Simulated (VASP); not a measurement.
Crystal: ZnO (zincite).

```
CELL_PARAMETERS angstrom
3.31304 0.00000 0.00000
-1.65652 2.86917 0.00000
0.00000 0.00000 5.30781
ATOMIC_POSITIONS crystal
Zn 0.66667 0.33333 0.00000
Zn 0.33333 0.66667 0.50000
O 0.33333 0.66667 0.87901
O 0.66667 0.33333 0.37901
```

This cell differs from its parent crystal: volume scaled by 1.06.

Base run:

```yaml
Program: VASP 6.6.1
Functional: PBE
Potentials_or_basis: VASP PAW PBE potentials, release 64 (Zn, O)
Cutoff: 520 eV
k_mesh: 9 × 9 × 5
Occupations: fermi-dirac, width 0.05 eV
Spin: no spin polarisation
```

Its results: band gap on the k mesh 0.70 eV, direct; pressure -2.0 GPa; largest force 0.054 eV/Å.

Q: The run is repeated on the same cell with these changes: functional from PBE to LDA; potentials or basis from VASP PAW PBE potentials, release 64 (Zn, O) to VASP PAW LDA potentials, release 64 (Zn, O). What comes out?

A: Band gap on the k mesh 0.65 eV, direct; pressure -12.8 GPa; largest force 0.036 eV/Å.

